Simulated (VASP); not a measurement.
Set up this calculation in VASP 6.6.1, as the native input.

| Property | Result |
| --- | --- |
| Task | relaxation of cell and atoms |
| Functional | PBEsol |
| Potentials or basis | VASP PAW PBE potentials, release 64 (Hf_pv, N) |
| Cutoff | 600 eV |
| k mesh | 6 × 6 × 6 |
| Occupations | fermi-dirac, width 0.1 eV |
| Spin | no spin polarisation |
| Target pressure | 20 GPa |
| Dipole correction | no |
| Further INCAR settings | ALGO = Normal; EDIFF = 1e-07; IBRION = 2; EDIFFG = -0.01; NSW = 80; ISIF = 3 |

The structure of HfN lies in POSCAR:

```
HfN
1.0
    0.0000000000      2.4550000000      2.4550000000
    2.4550000000      0.0000000000      2.4550000000
    2.4550000000      2.4550000000      0.0000000000
Hf N
1 1
Direct
    0.0000000000      0.0000000000      0.0000000000
    0.2500000000      0.2500000000      0.2500000000
```

These files were run (other wordings do the same):

INCAR

```
SYSTEM = HfN
PREC = Accurate
ENCUT = 600
EDIFF = 1E-7
ISMEAR = -1
SIGMA = 0.1
LREAL = .FALSE.
LASPH = .TRUE.
NELM = 120
ALGO = Normal
ISIF = 3
LWAVE = .FALSE.
LCHARG = .FALSE.
GGA = PS
IBRION = 2
NSW = 80
EDIFFG = -0.01
PSTRESS = 200.0
GGA_COMPAT = .FALSE.
NELMIN = 4
```

KPOINTS

```
regular mesh
0
G
  6 6 6
  0 0 0
```

Potentials or basis: VASP PAW PBE potentials, release 64 (Hf_pv, N).

Run with:

```bash
$ cat potpaw_PBE.64/Hf_pv/POTCAR potpaw_PBE.64/N/POTCAR > POTCAR
$ mpirun -np 1 vasp_std > vasp.out
```

Results of the run:

```json
{
  "Relaxed volume": "13.23 Å³/atom",
  "Relaxed cell": "a = 3.345 Å, b = 3.345 Å, c = 3.345 Å, α = 60.00°, β = 60.00°, γ = 60.00°",
  "Space group after relaxing (to 0.1 Å)": "F-43m (No. 216)",
  "Energy change on relaxing (the run minimises the enthalpy)": "+55.7 meV/atom",
  "Ionic steps": "5",
  "Pressure after relaxing": "20.0 GPa",
  "Band gap on the k mesh": "zero (an odd number of electrons rules out a gap without spin polarisation)"
}
```

Caveat: the k points lie up to 0.38 Å⁻¹ apart in the final cell, too coarse for converged energies and pressures of a metal; the cell is relaxed towards a set pressure, so the run minimises the enthalpy, not the energy; the PAW data sets were made with another functional, which shifts forces and pressure a little; spin-orbit coupling is left out, which moves the levels of the heavy elements.

Wall time 25 s on 1 thread of AMD EPYC 7R13 Processor (Zen 3), with other jobs on the host, peak memory 0.14 GiB.
